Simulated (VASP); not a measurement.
# LiCoAs (P4/nmm) in VASP: further runs, part 2 of 3

VASP 6.6.1.

### 3 Electric field gradients, LDA

The input, INCAR:

```
SYSTEM = LiCoAs
PREC = Accurate
ENCUT = 520
EDIFF = 1E-8
ISMEAR = -1
SIGMA = 0.1
LREAL = .FALSE.
LASPH = .TRUE.
NELM = 100
ALGO = Normal
ISIF = 2
LWAVE = .FALSE.
LCHARG = .FALSE.
GGA = CA
LEFG = .TRUE.
NBANDS = 26
```

The input, KPOINTS:

```
Automatic mesh
0
G
  8 8 5
  0 0 0
```

The input, POSCAR:

```
LiCoAs
1.0
    3.6578597745      0.0000000000      0.0000000000
    0.0000000000      3.6578597745      0.0000000000
    0.0000000000      0.0000000000      6.0388986993
Li Co As
2 2 2
Direct
    0.0000000000      0.5000000000      0.6708414200
    0.5000000000      0.0000000000      0.3291585800
    0.5000000000      0.5000000000      0.0000000000
    0.0000000000      0.0000000000      0.0000000000
    0.5000000000      0.0000000000      0.7721379400
    0.0000000000      0.5000000000      0.2278620600
```

Potentials or basis: VASP PAW LDA potentials, release 64 (Li_sv, Co, As).

Started as:

```
$ cat potpaw_LDA.64/Li_sv/POTCAR potpaw_LDA.64/Co/POTCAR potpaw_LDA.64/As/POTCAR > POTCAR
$ mpirun -np 1 vasp_std > vasp.out
```

OUTCAR:

```text
SYSTEM = LiCoAs
   PREC = Accurate
   ENCUT = 520
   EDIFF = 1E-8
   ISMEAR = -1
   LREAL = .FALSE.
   LASPH = .TRUE.
   NELM = 100
   ISIF = 2
   GGA = CA

 ion  position               nearest neighbor table
   1  0.000  0.500  0.671-   5 2.66   5 2.66   5 2.66   5 2.66   6 2.68   3 2.70   3 2.70   4 2.70
                             4 2.70
   2  0.500  0.000  0.329-   6 2.66   6 2.66   6 2.66   6 2.66   5 2.68   3 2.70   4 2.70   4 2.70
                             3 2.70
   3  0.500  0.500  0.000-   5 2.29   6 2.29   5 2.29   6 2.29   4 2.59   4 2.59   4 2.59   4 2.59
                             1 2.70   2 2.70   2 2.70   1 2.70
   4  0.000  0.000  0.000-   5 2.29   6 2.29   6 2.29   5 2.29   3 2.59   3 2.59   3 2.59   3 2.59
                             2 2.70   1 2.70   2 2.70   1 2.70
   5  0.500  0.000  0.772-   3 2.29   4 2.29   3 2.29   4 2.29   1 2.66   1 2.66   1 2.66   1 2.66
                             2 2.68
   6  0.000  0.500  0.228-   3 2.29   4 2.29   4 2.29   3 2.29   2 2.66   2 2.66   2 2.66   2 2.66
                             1 2.68

  LATTYP: Found a simple tetragonal cell.
 ALAT       =     3.6578597745
 C/A-ratio  =     1.6509377263

  Lattice vectors:

 A1 = (   3.6578597745,   0.0000000000,   0.0000000000)
 A2 = (   0.0000000000,   3.6578597745,   0.0000000000)
 A3 = (   0.0000000000,   0.0000000000,   6.0388986993)

Analysis of symmetry for initial positions (statically):
=====================================================================
 Subroutine PRICEL returns:
 Original cell was already a primitive cell.

 Routine SETGRP: Setting up the symmetry group for a
 simple tetragonal supercell.

 Subroutine GETGRP returns: Found 16 space group operations
 (whereof  8 operations were pure point group operations)
 out of a pool of 16 trial point group operations.

The static configuration has the point symmetry D_2d.
 The point group associated with its full space group is D_4h.

Analysis of symmetry for dynamics (positions and initial velocities):
=====================================================================
 Subroutine PRICEL returns:
 Original cell was already a primitive cell.

 Routine SETGRP: Setting up the symmetry group for a
 simple tetragonal supercell.

 Subroutine GETGRP returns: Found 16 space group operations
 (whereof  8 operations were pure point group operations)
 out of a pool of 16 trial point group operations.

The dynamic configuration has the point symmetry D_2d.
 The point group associated with its full space group is D_4h.

 Subroutine INISYM returns: Found 16 space group operations
 (whereof  8 operations are pure point group operations),
 and found     1 'primitive' translations

----------------------------------------------------------------------------------------

                                     Primitive cell

  volume of cell :      80.8001

  direct lattice vectors                    reciprocal lattice vectors
     3.657859774  0.000000000  0.000000000     0.273383908  0.000000000  0.000000000
     0.000000000  3.657859774  0.000000000     0.000000000  0.273383908  0.000000000
     0.000000000  0.000000000  6.038898699     0.000000000  0.000000000  0.165593107

  length of vectors
     3.657859774  3.657859774  6.038898699     0.273383908  0.273383908  0.165593107
[... 117 lines left out ...]
   IVDW    =     0    specifies the selected vdW correction
   LEPSILON=     F    determine dielectric tensor
   LRPA    =     F    only Hartree local field effects (RPA)
 non-spin polarized calculation
  energy-cutoff  :      520.00
  volume of cell :       80.80
 maximum number of plane-waves:      2228
 NGX is ok and might be reduce to    28
   NGX = 13   NGY = 13   NGZ = 23

 number of electron      33.9999980 magnetization

 Free energy of the ion-electron system (eV)
  ---------------------------------------------------
  ext. energy  EPLUGINS =         0.00000000
  ---------------------------------------------------
  free energy    TOTEN  =       -34.70832066 eV

  energy without entropy =      -34.57782402  energy(sigma->0) =      -34.64307234

 E-fermi :   6.6086     XC(G=0): -10.9221

 val. band max:        6.5904428678   @ k =   0.3750   0.1250   0.0000
 cond. band min:       6.6565268415   @ k =   0.3750   0.0000   0.0000
 fundamental gap:      0.0660839737
 Fermi energy:         6.6086420390

 k-point     1 :       0.0000    0.0000    0.0000
  band No.  band energies     occupation
      1     -38.6131      2.00000
      2     -38.6066      2.00000
      3      -6.6293      2.00000
      4      -4.9258      2.00000
      5       0.4216      2.00000
      6       1.9489      2.00000
[... 685 lines left out ...]
     25      13.2291      0.00000
     26      13.2291      0.00000

 [... further k-points ...]

------------------------ aborting loop because EDIFF is reached ----------------------------------------

  FORCE on cell =-STRESS in cart. coord.  units (eV):
  Direction    XX          YY          ZZ          XY          YZ          ZX
  --------------------------------------------------------------------------------------
  -------------------------------------------------------------------------------------
  Total        0.3080436      0.3080436     -0.3946064      0.0000000      0.0000000      0.0000000
  in kB        6.1081673      6.1081673     -7.8246122      0.0000000      0.0000000      0.0000000
  external PRESSURE =       1.4639075 kB  Pullay stress =       0.0000000 kB

 VOLUME and BASIS-vectors are now :
 -----------------------------------------------------------------------------
  energy-cutoff  :      520.00
  volume of cell :       80.80
      direct lattice vectors                 reciprocal lattice vectors
     3.657859774  0.000000000  0.000000000     0.273383908  0.000000000  0.000000000
     0.000000000  3.657859774  0.000000000     0.000000000  0.273383908  0.000000000
     0.000000000  0.000000000  6.038898699     0.000000000  0.000000000  0.165593107

 POSITION                                       TOTAL-FORCE (eV/Angst)
 -----------------------------------------------------------------------------------
      0.00000      1.82893      4.05114        -0.000000      0.000000     -0.032929
      1.82893      0.00000      1.98776         0.000000      0.000000      0.032929
      1.82893      1.82893      0.00000        -0.000000      0.000000      0.000000
      0.00000      0.00000      0.00000         0.000000      0.000000      0.000000
      1.82893      0.00000      4.66286         0.000000     -0.000000     -0.172728
      0.00000      1.82893      1.37604         0.000000      0.000000      0.172728
 -----------------------------------------------------------------------------------
    total drift:                                0.000000      0.000000     -0.000000

  FREE ENERGIE OF THE ION-ELECTRON SYSTEM (eV)
  ---------------------------------------------------
  free  energy   TOTEN  =       -34.7083206567 eV

  energy  without entropy=      -34.5778240161  energy(sigma->0) =      -34.64307234

 Electric field gradients (V/A^2)
---------------------------------------------------------------------
 ion       V_xx      V_yy      V_zz      V_xy      V_xz      V_yz
---------------------------------------------------------------------
   1       0.370     0.370    -0.741    -0.000    -0.000    -0.000
   2       0.370     0.370    -0.741     0.000     0.000     0.000
   3      -1.052    -1.052     2.104    -0.000    -0.000    -0.000
   4      -1.052    -1.052     2.104    -0.000    -0.000    -0.000
   5      25.229    25.229   -50.459     0.000     0.000     0.000
   6      25.229    25.229   -50.459    -0.000     0.000     0.000
---------------------------------------------------------------------

 Electric field gradients after diagonalization (V/A^2)
 (convention: |V_zz| > |V_xx| > |V_yy|)
----------------------------------------------------------------------
 ion       V_xx      V_yy      V_zz     asymmetry (V_yy - V_xx)/ V_zz
----------------------------------------------------------------------
   1       0.370     0.370    -0.741       0.000
   2       0.370     0.370    -0.741       0.000
   3      -1.052    -1.052     2.104       0.000
   4      -1.052    -1.052     2.104       0.000
   5      25.229    25.229   -50.459       0.000
   6      25.229    25.229   -50.459       0.000
----------------------------------------------------------------------

           NMR quadrupolar parameters

 Cq : quadrupolar parameter    Cq=e*Q*V_zz/h
 eta: asymmetry parameters     (V_yy - V_xx)/ V_zz
 Q  : nuclear electric quadrupole moment in mb (millibarn)
----------------------------------------------------------------------
 ion       Cq(MHz)       eta       Q (mb)
----------------------------------------------------------------------
   1      -0.002       0.000       1.000
   2      -0.002       0.000       1.000
   3       0.005       0.000       1.000
   4       0.005       0.000       1.000
   5      -0.122       0.000       1.000
   6      -0.122       0.000       1.000
----------------------------------------------------------------------
```

Run time: 2 min. Hardware: 1 thread of Intel Xeon 8259CL, shared host; peak memory 0.22 GiB.

What came out:

```
Free energy                             : -34.7083 eV
Largest force                           : 0.173 eV/Å
Band gap on the k mesh                  : zero (bands 17 and 18 overlap by 1.94 eV)
Largest electric field gradient by atom : Li -0.7; Co +2.1; As -50.5 V/Å²
```

Forces in eV/Å, atoms in the order of the input:
```
Li   0.000  0.000 -0.033
Li   0.000  0.000  0.033
Co   0.000  0.000  0.000
Co   0.000  0.000  0.000
As   0.000  0.000 -0.173
As   0.000  0.000  0.173
```

Electric field gradients, principal values (V/Å²):
| atom | least | middle | greatest (by size) |
| --- | --- | --- | --- |
| 1 Li | 0.370 | 0.370 | -0.741 |
| 2 Li | 0.370 | 0.370 | -0.741 |
| 3 Co | -1.052 | -1.052 | 2.104 |
| 4 Co | -1.052 | -1.052 | 2.104 |
| 5 As | 25.229 | 25.229 | -50.459 |
| 6 As | 25.229 | 25.229 | -50.459 |

Caveat: the cutoff is under 1.25 times the usual one of these potentials, so pressure, stress and relaxed cells hold a basis-set (Pulay) error; without QUAD_EFG the Cq values of the log hold for a quadrupole moment of 1 mb, not for the nuclei; the run has no spin polarisation, though such a crystal can be magnetic. Spin polarisation is off, so any magnetic state and its effect on volume and gap are missing.

### 4 Electric field gradients, LDA (14.31 Å³/atom)

This run uses another cell than the first one, of 14.31 Å³/atom.

The input, INCAR:

```
  ALGO = Normal
  EDIFF = 1E-8
  ENCUT = 520
  ISIF = 2
  ISMEAR = -1
  LASPH = T
  LCHARG = F
  LEFG = T
  LREAL = F
  LWAVE = F
  NBANDS = 26
  NELM = 60
  PREC = Accurate
  SIGMA = 0.05
```

The input, KPOINTS:

```
k-points
0
Gamma
  8 8 5
```

POSCAR, as its differences from that of step 3:

```diff
@@ -2,5 +2,5 @@
 1.0
-    3.6578597745      0.0000000000      0.0000000000
-    0.0000000000      3.6578597745      0.0000000000
-    0.0000000000      0.0000000000      6.0388986993
+    3.7325305027      0.0000000000      0.0000000000
+    0.0000000000      3.7325305027      0.0000000000
+    0.0000000000      0.0000000000      6.1621754215
 Li Co As
```

Potentials or basis: VASP PAW LDA potentials, release 64 (Li_sv, Co, As).

Started as:

```
$ cat potpaw_LDA.64/Li_sv/POTCAR potpaw_LDA.64/Co/POTCAR potpaw_LDA.64/As/POTCAR > POTCAR
$ mpirun -np 1 vasp_std > vasp.out
```

OUTCAR:

```text
EDIFF = 1E-8
   ENCUT = 520
   ISIF = 2
   ISMEAR = -1
   LASPH = T
   LREAL = F
   NELM = 60
   PREC = Accurate

 ion  position               nearest neighbor table
   1  0.000  0.500  0.671-   5 2.71   5 2.71   5 2.71   5 2.71   6 2.73   3 2.76   3 2.76   4 2.76
                             4 2.76
   2  0.500  0.000  0.329-   6 2.71   6 2.71   6 2.71   6 2.71   5 2.73   3 2.76   4 2.76   4 2.76
                             3 2.76
   3  0.500  0.500  0.000-   5 2.34   6 2.34   5 2.34   6 2.34   4 2.64   4 2.64   4 2.64   4 2.64
                             1 2.76   2 2.76   2 2.76   1 2.76
   4  0.000  0.000  0.000-   5 2.34   6 2.34   6 2.34   5 2.34   3 2.64   3 2.64   3 2.64   3 2.64
                             2 2.76   1 2.76   2 2.76   1 2.76
   5  0.500  0.000  0.772-   3 2.34   4 2.34   3 2.34   4 2.34   1 2.71   1 2.71   1 2.71   1 2.71
[... 948 lines left out ...]
   6      25.540    25.540   -51.079     0.000    -0.000    -0.000
---------------------------------------------------------------------

 Electric field gradients after diagonalization (V/A^2)
 (convention: |V_zz| > |V_xx| > |V_yy|)
----------------------------------------------------------------------
 ion       V_xx      V_yy      V_zz     asymmetry (V_yy - V_xx)/ V_zz
----------------------------------------------------------------------
   1       0.347     0.347    -0.694       0.000
   2       0.347     0.347    -0.694       0.000
   3       0.646     0.646    -1.292       0.000
   4       0.646     0.646    -1.292       0.000
   5      25.540    25.540   -51.079       0.000
   6      25.540    25.540   -51.079       0.000
----------------------------------------------------------------------

           NMR quadrupolar parameters

 Cq : quadrupolar parameter    Cq=e*Q*V_zz/h
 eta: asymmetry parameters     (V_yy - V_xx)/ V_zz
 Q  : nuclear electric quadrupole moment in mb (millibarn)
----------------------------------------------------------------------
 ion       Cq(MHz)       eta       Q (mb)
----------------------------------------------------------------------
   1      -0.002       0.000       1.000
   2      -0.002       0.000       1.000
   3      -0.003       0.000       1.000
   4      -0.003       0.000       1.000
   5      -0.124       0.000       1.000
   6      -0.124       0.000       1.000
----------------------------------------------------------------------
```

Run time: 2.1 min. Hardware: 1 thread of Intel Xeon 8259CL, shared host; peak memory 0.22 GiB.

Results:

- Free energy: -34.5515 eV
- Largest force: 0.547 eV/Å
- Band gap on the k mesh: zero (bands 17 and 18 overlap by 1.79 eV)
- Largest electric field gradient by atom: Li -0.7; Co -1.3; As -51.1 V/Å²

Forces on the atoms (eV/Å):
```
Li   0.000  0.000  0.057
Li   0.000  0.000 -0.057
Co   0.000  0.000  0.000
Co   0.000  0.000  0.000
As   0.000  0.000  0.547
As   0.000  0.000 -0.547
```

Levels at points of the mesh, in eV from the Fermi level:
```csv
k point,band 13,band 14,band 15,band 16,band 17,band 18,band 19,band 20,band 21,band 22
"(0.00, 0.00, 0.00)",-1.49,-0.71,-0.71,-0.64,-0.09,1.22,2.43,2.43,3.11,4.58
"(0.50, 0.00, 0.00)",-1.63,-1.63,-1.44,-1.44,-0.07,-0.07,1.53,1.53,4.48,4.48
"(0.50, 0.50, 0.00)",-2.51,-2.51,-1.24,-1.24,-1.03,-1.03,0.03,0.03,3.14,3.14
```

Electric field gradients, principal values (V/Å²):
```
atom   least  middle  greatest (by size)
1 Li   0.347   0.347              -0.694
2 Li   0.347   0.347              -0.694
3 Co   0.646   0.646              -1.292
4 Co   0.646   0.646              -1.292
5 As  25.540  25.540             -51.079
6 As  25.540  25.540             -51.079
```

Caveat: the cutoff is under 1.25 times the usual one of these potentials, so pressure, stress and relaxed cells hold a basis-set (Pulay) error; without QUAD_EFG the Cq values of the log hold for a quadrupole moment of 1 mb, not for the nuclei; the run has no spin polarisation, though such a crystal can be magnetic. Spin polarisation is off, so any magnetic state and its effect on volume and gap are missing.

(Part 2 of 3 ends here.)
